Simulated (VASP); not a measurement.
# TiTe2 (P-3m1) in VASP: a series of runs

TiTe2 is run at these levels: PBEsol; tasks: single point.

Program: VASP 6.6.1. These are calculated values, not measurements. Logs are shortened: lines on timing, memory, paths and dates and some standing lists are left out, and cuts for length are marked.

### 1 The cell of the first run

Symmetry: P-3m1, No. 164, trigonal system. Conventional cell: a = 3.696 Å, b = 3.696 Å, c = 6.445 Å, α = 90.00°, β = 90.00°, γ = 120.00°. Ti (site symmetry -3m) has 6 Te at 2.74 Å and 6 Ti at 3.70 Å within 3.7 Å. Within 3.7 Å of Te (site symmetry 3m) lie 3 Ti at 2.74 Å and 9 Te at 3.68 to 3.70 Å.

### 2 Single point, PBEsol

INCAR reads:

```
  PREC = Accurate
  ENCUT = 520
  EDIFF = 1E-6
  ISMEAR = 0
  SIGMA = 0.1
  LREAL = F
  LASPH = T
  NELM = 100
  ALGO = Normal
  ISIF = 2
  LWAVE = F
  LCHARG = F
  GGA = PS
  NBANDS = 19
```

KPOINTS reads:

```
Automatic mesh
0
Gamma
  12 12 8
```

POSCAR reads:

```
TiTe2
1.0
    3.6961233361      0.0000000000      0.0000000000
   -1.8480616680      3.2009367045      0.0000000000
    0.0000000000      0.0000000000      6.4445019150
Ti Te
1 2
Direct
    0.0000000000      0.0000000000      0.0000000000
    0.6666666667      0.3333333333      0.2673356117
    0.3333333333      0.6666666667      0.7326643883
```

Potentials or basis: VASP PAW PBE potentials, release 64 (Ti_sv, Te).

Run with:

```bash
cat potpaw_PBE.64/Ti_sv/POTCAR potpaw_PBE.64/Te/POTCAR > POTCAR
mpirun -np 1 vasp_std > vasp.out
```

OUTCAR:

```text
PREC = Accurate
   ENCUT = 520
   EDIFF = 1E-6
   ISMEAR = 0
   LREAL = F
   LASPH = T
   NELM = 100
   ISIF = 2
   GGA = PS

 ion  position               nearest neighbor table
   1  0.000  0.000  0.000-   2 2.74   3 2.74   3 2.74   2 2.74   2 2.74   3 2.74
   2  0.667  0.333  0.267-   1 2.74   1 2.74   1 2.74   3 3.68   3 3.68   3 3.68
   3  0.333  0.667  0.733-   1 2.74   1 2.74   1 2.74   2 3.68   2 3.68   2 3.68

  LATTYP: Found a hexagonal cell.
 ALAT       =     3.6961233361
 C/A-ratio  =     1.7435841093

  Lattice vectors:

 A1 = (   3.6961233361,   0.0000000000,   0.0000000000)
 A2 = (  -1.8480616680,   3.2009367045,   0.0000000000)
 A3 = (   0.0000000000,   0.0000000000,   6.4445019150)

Analysis of symmetry for initial positions (statically):
=====================================================================
 Subroutine PRICEL returns:
 Original cell was already a primitive cell.

 Routine SETGRP: Setting up the symmetry group for a
 hexagonal supercell.

 Subroutine GETGRP returns: Found 12 space group operations
 (whereof 12 operations were pure point group operations)
 out of a pool of 24 trial point group operations.

The static configuration has the point symmetry D_3d.

Analysis of symmetry for dynamics (positions and initial velocities):
=====================================================================
 Subroutine PRICEL returns:
 Original cell was already a primitive cell.

 Routine SETGRP: Setting up the symmetry group for a
 hexagonal supercell.

 Subroutine GETGRP returns: Found 12 space group operations
 (whereof 12 operations were pure point group operations)
 out of a pool of 24 trial point group operations.

The dynamic configuration has the point symmetry D_3d.

 Subroutine INISYM returns: Found 12 space group operations
 (whereof 12 operations are pure point group operations),
 and found     1 'primitive' translations

----------------------------------------------------------------------------------------

                                     Primitive cell

  volume of cell :      76.2453

  direct lattice vectors                    reciprocal lattice vectors
     3.696123336  0.000000000  0.000000000     0.270553742  0.156204276  0.000000000
    -1.848061668  3.200936705  0.000000000     0.000000000  0.312408552  0.000000000
     0.000000000  0.000000000  6.444501915     0.000000000  0.000000000  0.155171030

  length of vectors
     3.696123336  3.696123336  6.444501915     0.312408552  0.312408552  0.155171030

  position of ions in fractional coordinates (direct lattice)
     0.000000000  0.000000000  0.000000000
     0.666666667  0.333333333  0.267335612
     0.333333333  0.666666667  0.732664388

  ion indices of the primitive-cell ions
   primitive index   ion index
                 1           1
                 2           2
                 3           3

----------------------------------------------------------------------------------------

 KPOINTS: Automatic mesh

Automatic generation of k-mesh.
 Grid dimensions read from file:
 generate k-points for:   12   12    8

 Generating k-lattice:

  Cartesian coordinates                     Fractional coordinates (reciprocal lattice)
     0.022546145  0.013017023  0.000000000     0.083333333  0.000000000  0.000000000
     0.000000000  0.026034046  0.000000000     0.000000000  0.083333333  0.000000000
     0.000000000  0.000000000  0.019396379     0.000000000  0.000000000  0.125000000

  Length of vectors
     0.026034046  0.026034046  0.019396379

  Shift w.r.t. Gamma in fractional coordinates (k-lattice)
     0.000000000  0.000000000  0.000000000

 Subroutine IBZKPT returns following result:
 ===========================================

 Found    131 irreducible k-points:

 Following reciprocal coordinates:
            Coordinates               Weight
  0.000000  0.000000  0.000000      1.000000
  0.083333  0.000000  0.000000      6.000000
  0.166667  0.000000  0.000000      6.000000
  0.250000  0.000000  0.000000      6.000000
  0.333333  0.000000  0.000000      6.000000
  0.416667  0.000000  0.000000      6.000000
[... 16 lines left out ...]
  0.166667  0.000000  0.125000      6.000000
  0.000000  0.166667  0.125000      6.000000
 [... further k-points ...]
   k-points           NKPTS =    131   k-points in BZ     NKDIM =    131   number of bands    NBANDS=     19
   number of dos      NEDOS =    301   number of ions     NIONS =      3
   total plane-waves  NPLWV =  37632
   dimension x,y,z NGX =    28 NGY =   28 NGZ =   48
   dimension x,y,z NGXF=    56 NGYF=   56 NGZF=   96
   ions per type =               1   2
   NGX,Y,Z   is equivalent  to a cutoff of  12.59, 12.59, 12.38 a.u.
   NGXF,Y,Z  is equivalent  to a cutoff of  25.19, 25.19, 24.76 a.u.
 SYSTEM =  unknown system
   PREC   = accura    normal or accurate (medium, high low for compatibility)
   ISTART =      0    job   : 0-new  1-cont  2-samecut
   ICHARG =      2    charge: 1-file 2-atom 10-const
   ISPIN  =      1    spin polarized calculation?
   LNONCOLLINEAR =      F non collinear calculations
   LSORBIT =      F    spin-orbit coupling
   LASPH  =      T    aspherical Exc in radial PAW
   ENCUT  =  520.0 eV  38.22 Ry    6.18 a.u.   6.87  6.87 11.98*2*pi/ulx,y,z
   NELM   =    100;   NELMIN=  2; NELMDL= -5     # of ELM steps
   EDIFF  = 0.1E-05   stopping-criterion for ELM
   LREAL  =      F    real-space projection
   EDIFFG = 0.1E-04   stopping-criterion for IOM
   NSW    =      0    number of steps for IOM
   IBRION =     -1    ionic relax: 0-MD 1-quasi-New 2-CG
   NFREE  =      0    steps in history (QN), initial steepest desc. (CG)
   ISIF   =      2    stress and relaxation
   ISYM   =      2    0-nonsym 1-usesym 2-fastsym
   POTIM  = 0.5000    time-step for ionic-motion
   TEBEG  =    0.0;   TEEND  =   0.0 temperature during run
   PSTRESS=    0.0 pullay stress
   NELECT =      24.0000    total number of electrons
   NUPDOWN=      -1.0000    fix difference up-down
   EMIN   =  10.00;   EMAX   =-10.00  energy-range for DOS
   EFERMI =   0.00;   METHOD = LEGACY
   ISMEAR =     0;   SIGMA  =   0.10  broadening in eV -4-tet -1-fermi 0-gaus
   EFERMI_NEDOS =   21; number of points for ismear=-14 and -15
   IALGO  =     38    algorithm
   IMIX   =      4    mixing-type and parameters
     AMIX     =   0.40;   BMIX     =  1.00
     AMIX_MAG =   1.60;   BMIX_MAG =  1.00
  volume/ion in A,a.u.               =      25.42       171.51
  Fermi-wavevector in a.u.,A,eV,Ry     =   1.113630  2.104456 16.873563  1.240172
  Thomas-Fermi vector in A             =   2.250217
   LORBIT       =      0    0 simple, 1 ext, 2 COOP (PROOUT), +10 PAW based schemes
   GGA     = PS    functional components
   LHFCALC =     F    Hartree Fock is set to
   AEXX    =    0.0000 exact exchange contribution
   IVDW    =     0    specifies the selected vdW correction
   LEPSILON=     F    determine dielectric tensor
   LRPA    =     F    only Hartree local field effects (RPA)
 non-spin polarized calculation
 Gauss-broadening in eV      SIGMA  =   0.10
  energy-cutoff  :      520.00
  volume of cell :       76.25
 maximum number of plane-waves:      2082
   NGX = 13   NGY = 13   NGZ = 23

 number of electron      24.0000001 magnetization

 Free energy of the ion-electron system (eV)
  ---------------------------------------------------
  ext. energy  EPLUGINS =         0.00000000
  ---------------------------------------------------
  free energy    TOTEN  =       -17.54329267 eV

  energy without entropy =      -17.53737740  energy(sigma->0) =      -17.54033503

 E-fermi :   7.3259     XC(G=0): -10.2541

 val. band max:        7.3204811890   @ k =   0.3333   0.0000   0.5000
 cond. band min:       7.3265773895   @ k =   0.0000   0.4167   0.2500
 fundamental gap:      0.0060962005
 Fermi energy:         7.3259435364

 k-point     1 :       0.0000    0.0000    0.0000
  band No.  band energies     occupation
      1     -49.7969      2.00000
      2     -26.1625      2.00000
      3     -26.1625      2.00000
      4     -26.1309      2.00000
      5      -5.3969      2.00000
      6      -3.7753      2.00000
[... 11 lines left out ...]
     18      12.5819      0.00000
     19      13.5134      0.00000

 k-point     2 :       0.0833    0.0000    0.0000
  band No.  band energies     occupation
      1     -49.7966      2.00000
      2     -26.1662      2.00000
      3     -26.1633      2.00000
      4     -26.1300      2.00000
      5      -5.3129      2.00000
      6      -3.7291      2.00000
[... 11 lines left out ...]
     18      13.1683      0.00000
     19      13.9161      0.00000

 k-point     3 :       0.1667    0.0000    0.0000
  band No.  band energies     occupation
      1     -49.7958      2.00000
      2     -26.1763      2.00000
      3     -26.1656      2.00000
      4     -26.1276      2.00000
      5      -5.0672      2.00000
      6      -3.5992      2.00000
[... 11 lines left out ...]
     18      13.5361      0.00000
     19      14.4273      0.00000

 k-point     4 :       0.2500    0.0000    0.0000
  band No.  band energies     occupation
      1     -49.7947      2.00000
      2     -26.1901      2.00000
      3     -26.1688      2.00000
      4     -26.1244      2.00000
      5      -4.6817      2.00000
      6      -3.4147      2.00000
[... 11 lines left out ...]
     18      13.1520      0.00000
     19      13.8773      0.00000

 k-point     5 :       0.3333    0.0000    0.0000
  band No.  band energies     occupation
      1     -49.7937      2.00000
      2     -26.2039      2.00000
      3     -26.1719      2.00000
      4     -26.1211      2.00000
      5      -4.2025      2.00000
      6      -3.2353      2.00000
[... 11 lines left out ...]
     18      12.9213      0.00000
     19      13.2049      0.00000

 k-point     6 :       0.4167    0.0000    0.0000
  band No.  band energies     occupation
      1     -49.7929      2.00000
      2     -26.2139      2.00000
      3     -26.1743      2.00000
      4     -26.1187      2.00000
      5      -3.7182      2.00000
      6      -3.1567      2.00000
[... 11 lines left out ...]
     18      12.8004      0.00000
     19      13.0048      0.00000

 k-point     7 :       0.5000    0.0000    0.0000
  band No.  band energies     occupation
      1     -49.7926      2.00000
      2     -26.2176      2.00000
      3     -26.1751      2.00000
      4     -26.1178      2.00000
      5      -3.4278      2.00000
      6      -3.2178      2.00000
[... 11 lines left out ...]
     18      12.6830      0.00000
     19      12.9329      0.00000

 k-point     8 :       0.0833    0.0833    0.0000
  band No.  band energies     occupation
      1     -49.7960      2.00000
      2     -26.1729      2.00000
      3     -26.1651      2.00000
      4     -26.1284      2.00000
      5      -5.1479      2.00000
      6      -3.6409      2.00000
[... 256 lines left out ...]
 k-point    20 :       0.0000    0.0000    0.1250
  band No.  band energies     occupation
      1     -49.7969      2.00000
      2     -26.1625      2.00000
      3     -26.1625      2.00000
      4     -26.1309      2.00000
      5      -5.3526      2.00000
      6      -3.8673      2.00000
[... 11 lines left out ...]
     18      12.6291      0.00000
     19      13.8256      0.00000

 k-point    21 :       0.0833    0.0000    0.1250
  band No.  band energies     occupation
      1     -49.7966      2.00000
      2     -26.1662      2.00000
      3     -26.1633      2.00000
      4     -26.1300      2.00000
      5      -5.2694      2.00000
      6      -3.8174      2.00000
[... 11 lines left out ...]
     18      13.1867      0.00000
     19      14.2001      0.00000

 k-point    22 :       0.0000    0.0833    0.1250
  band No.  band energies     occupation
      1     -49.7966      2.00000
      2     -26.1662      2.00000
      3     -26.1633      2.00000
      4     -26.1300      2.00000
      5      -5.2689      2.00000
      6      -3.8187      2.00000
[... 11 lines left out ...]
     18      13.2075      0.00000
     19      14.1867      0.00000

 k-point    23 :       0.1667    0.0000    0.1250
  band No.  band energies     occupation
      1     -49.7958      2.00000
      2     -26.1763      2.00000
      3     -26.1656      2.00000
      4     -26.1277      2.00000
      5      -5.0278      2.00000
      6      -3.6740      2.00000
[... 11 lines left out ...]
     18      13.3551      0.00000
     19      14.1842      0.00000

 k-point    24 :       0.0000    0.1667    0.1250
  band No.  band energies     occupation
      1     -49.7958      2.00000
      2     -26.1763      2.00000
      3     -26.1656      2.00000
      4     -26.1277      2.00000
      5      -5.0232      2.00000
      6      -3.6838      2.00000
[... 11 lines left out ...]
     18      13.7261      0.00000
     19      14.3638      0.00000

 [... further k-points ...]

------------------------ aborting loop because EDIFF is reached ----------------------------------------

  FORCE on cell =-STRESS in cart. coord.  units (eV):
  Direction    XX          YY          ZZ          XY          YZ          ZX
  --------------------------------------------------------------------------------------
  -------------------------------------------------------------------------------------
  Total        0.0195190      0.0195190      0.0213025      0.0000000      0.0000000      0.0000000
  in kB        0.4101615      0.4101615      0.4476383      0.0000000      0.0000000      0.0000000
  external PRESSURE =       0.4226538 kB  Pullay stress =       0.0000000 kB

 VOLUME and BASIS-vectors are now :
 -----------------------------------------------------------------------------
  energy-cutoff  :      520.00
  volume of cell :       76.25
      direct lattice vectors                 reciprocal lattice vectors
     3.696123336  0.000000000  0.000000000     0.270553742  0.156204276  0.000000000
    -1.848061668  3.200936705  0.000000000     0.000000000  0.312408552  0.000000000
     0.000000000  0.000000000  6.444501915     0.000000000  0.000000000  0.155171030

 POSITION                                       TOTAL-FORCE (eV/Angst)
 -----------------------------------------------------------------------------------
      0.00000      0.00000      0.00000        -0.000000      0.000000      0.000000
      1.84806      1.06698      1.72284        -0.000000      0.000000      0.018924
     -0.00000      2.13396      4.72166         0.000000      0.000000     -0.018924
 -----------------------------------------------------------------------------------
    total drift:                               -0.000000     -0.000000     -0.000000

  FREE ENERGIE OF THE ION-ELECTRON SYSTEM (eV)
  ---------------------------------------------------
  free  energy   TOTEN  =       -17.5432926652 eV

  energy  without entropy=      -17.5373774036  energy(sigma->0) =      -17.54033503
```

It took 1.9 min on 1 thread of Intel Xeon Platinum 8559C (Emerald Rapids), shared host; peak memory 0.32 GiB.

What came out:

```yaml
Free_energy: -17.5433 eV
Pressure: 0.0 GPa
Largest_force: 0.019 eV/Å
Band_gap_on_the_k_mesh: zero (bands 12 and 13 overlap by 0.84 eV)
```

Forces on the atoms (eV/Å):
```
Ti   0.000  0.000  0.000
Te   0.000  0.000  0.019
Te   0.000  0.000 -0.019
```

Levels at points of the mesh, in eV from the Fermi level:
| k point | band 9 | band 10 | band 11 | band 12 | band 13 | band 14 | band 15 | band 16 |
| --- | --- | --- | --- | --- | --- | --- | --- | --- |
| (0.00, 0.00, 0.00) | -1.60 | 0.23 | 0.44 | 0.44 | 0.61 | 1.30 | 1.30 | 3.21 |
| (0.50, 0.00, 0.00) | -2.88 | -2.52 | -1.73 | -1.10 | -0.04 | 1.28 | 1.63 | 2.45 |
| (0.00, 0.00, 0.50) | -1.52 | -1.52 | 0.43 | 0.43 | 0.93 | 0.93 | 1.07 | 3.71 |
| (0.50, 0.00, 0.50) | -2.57 | -2.05 | -0.97 | -0.48 | -0.40 | 1.28 | 1.62 | 2.69 |

Caveat: the PAW data sets were made with another functional, which shifts forces and pressure a little; spin-orbit coupling is left out, which moves the levels of the heavy elements; this functional lacks dispersion, which binds the layers, so the pressure and a relaxed spacing across them are unreliable.

### 3 Single point, PBEsol

INCAR reads:

```
SYSTEM = TiTe2
ALGO = Normal
EDIFF = 1E-6
ENCUT = 520
GGA = PS
ISIF = 2
ISMEAR = -1
LASPH = .TRUE.
LCHARG = .FALSE.
LREAL = .FALSE.
LWAVE = .FALSE.
NBANDS = 19
NELM = 100
PREC = Accurate
SIGMA = 0.15
```

KPOINTS reads:

```
k-points
0
G
  12 12 8
  0 0 0
```

POSCAR reads:

```
TiTe2
1.0
    3.6968374165      0.0000000000      0.0000000000
   -1.8484187082      3.2015551164      0.0000000000
    0.0000000000      0.0000000000      6.4466902739
Ti Te
1 2
Direct
    0.0000000000      0.0000000000      0.0000000000
    0.6666666667      0.3333333333      0.2673972011
    0.3333333333      0.6666666667      0.7326027989
```

Potentials or basis: VASP PAW PBE potentials, release 64 (Ti_sv, Te).

Run with:

```bash
cat potpaw_PBE.64/Ti_sv/POTCAR potpaw_PBE.64/Te/POTCAR > POTCAR
mpirun -np 1 vasp_std > vasp.out
```

Run time: 97 s. Hardware: 1 thread of Intel Xeon Platinum 8559C (Emerald Rapids), shared host; peak memory 0.32 GiB.

It converged, with:

| Quantity | Value |
| --- | --- |
| Free energy | -17.5927 eV |
| Pressure | 0.0 GPa |
| Largest force | 0.020 eV/Å |
| Band gap on the k mesh | zero (bands 12 and 13 overlap by 0.85 eV) |

Forces on the atoms (eV/Å):
```
Ti   0.000  0.000  0.000
Te   0.000  0.000  0.020
Te   0.000  0.000 -0.020
```

Levels at points of the mesh, in eV from the Fermi level:
| k point | band 9 | band 10 | band 11 | band 12 | band 13 | band 14 | band 15 | band 16 |
| --- | --- | --- | --- | --- | --- | --- | --- | --- |
| (0.00, 0.00, 0.00) | -1.56 | 0.27 | 0.48 | 0.48 | 0.63 | 1.32 | 1.32 | 3.23 |
| (0.50, 0.00, 0.00) | -2.86 | -2.49 | -1.70 | -1.08 | 0.00 | 1.33 | 1.68 | 2.49 |
| (0.00, 0.00, 0.50) | -1.48 | -1.48 | 0.47 | 0.47 | 0.95 | 0.95 | 1.11 | 3.74 |
| (0.50, 0.00, 0.50) | -2.54 | -2.02 | -0.95 | -0.45 | -0.36 | 1.33 | 1.67 | 2.72 |

Caveat: the PAW data sets were made with another functional, which shifts forces and pressure a little; spin-orbit coupling is left out, which moves the levels of the heavy elements; this functional lacks dispersion, which binds the layers, so the pressure and a relaxed spacing across them are unreliable.
